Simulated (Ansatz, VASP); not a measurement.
HfC: VASP beside Ansatz

```
CELL_PARAMETERS angstrom
0.00000 2.33272 2.33272
2.33272 0.00000 2.33272
2.33272 2.33272 0.00000
ATOMIC_POSITIONS crystal
Hf 0.50000 0.50000 0.50000
C 0.00000 0.00000 0.00000
```

Change from the starting cell: volume scaled by 1.01, crystal datasets.

Alike in both runs: task electric field gradients; functional PBEsol; k mesh 15 × 15 × 15; occupations fermi-dirac, width 0.05 eV; no spin polarisation.

|  | VASP | Ansatz |
| --- | --- | --- |
| version | VASP 6.6.1 | Ansatz 0.2.0 |
| potentials or method | VASP PAW PBE potentials, release 64 (Hf_pv, C), cutoff 520 eV | all-electron PAW with datasets made for the crystal, scalar-relativistic |

Ansatz gave:

```
pressure (GPa) : -8.7
```

What did VASP give for the same quantities?

Pressure (GPa): -9.2.

VASP's potentials were made for PBE, not for PBEsol. Ansatz ran all-electron here, and VASP with PAW potentials.

Neither program's run includes spin-orbit coupling.
